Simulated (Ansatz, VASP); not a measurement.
# Y2Si3O in VASP and in Ansatz

File INCAR:

```
SYSTEM = Y2Si3O
PREC = Accurate ; ENCUT = 600
EDIFF = 1E-6 ; ISMEAR = 0
SIGMA = 0.1 ; LREAL = .False.
LASPH = .True. ; NELM = 100
ALGO = Normal ; ISIF = 3
LWAVE = .False. ; LCHARG = .False.
GGA = PE ; IBRION = 2
NSW = 90 ; EDIFFG = -0.04
```

Contents of KPOINTS:

```
Automatic mesh
0
Gamma
  6 6 4
  0 0 0
```

The input POSCAR:

```
Y2Si3O
1.0
    5.0487230700      0.0000000000      0.0000000000
   -2.5243615400      4.3723224400      0.0000000000
    0.0000000000      0.0000000000      5.1061805200
Y Si O
2 3 1
Direct
    0.3333333300      0.6666666700      0.5000000000
    0.6666666700      0.3333333300      0.5000000000
    0.5000000000      0.0000000000      0.0000000000
    0.0000000000      0.5000000000      0.0000000000
    0.5000000000      0.5000000000      0.0000000000
    0.0000000000      0.0000000000      0.0000000000
```

Input for Ansatz:

```yaml
crystal:
  lattice:
    - [5.04872307, 0.0, 0.0]
    - [-2.52436154, 4.37232244, 0.0]
    - [0.0, 0.0, 5.10618052]
  atoms:
    - { symbol: "Y", position: [0.33333333, 0.66666667, 0.5] }
    - { symbol: "Y", position: [0.66666667, 0.33333333, 0.5] }
    - { symbol: Si, position: [0.5, 0.0, 0.0] }
    - { symbol: Si, position: [0.0, 0.5, 0.0] }
    - { symbol: Si, position: [0.5, 0.5, 0.0] }
    - { symbol: O, position: [0.0, 0.0, 0.0] }
basis:
  ecutwfc: 420
kpoints:
  mp_grid: { grid: [6, 6, 4] }
hamiltonian:
  xc: pbe
scf:
  occupations: { method: gaussian, width: 0.1 }
  lower_state_search: "off"
output:
  forces: true
  stress: true
  eigenvalues: true
relax:
  adjacent_minimum: "off"
  f_tol: 0.04
  max_steps: 70
  cell: { stress_tol: 0.4 }
```

Alike in both runs: task relaxation of cell and atoms; functional PBE; k mesh 6 × 6 × 4; occupations gaussian, width 0.1 eV; no spin polarisation.

|  | VASP | Ansatz |
| --- | --- | --- |
| version | VASP 6.6.1 | Ansatz 0.2.0 |
| potentials or method | VASP PAW PBE potentials, release 64 (Y_sv, Si, O), cutoff 600 eV | scalar-relativistic, plane waves, PAW |
| valence electrons in the cell | 40 | 40 |

```tsv
	VASP	Ansatz	Ansatz less VASP
gap on the k mesh at the Fermi level, each at its own relaxed structure (eV)	none	none	-
relaxed volume (Å³/atom)	22.02	22.04	+0.016
relaxed cell length with the largest relative difference (Å)	4.840	4.844	+0.0046
```

A gap of «none» marks a metal or a gap that the smearing closes.

Noted on VASP's run: the volume moved by over 15 % at a fixed basis, so the end points are rough.
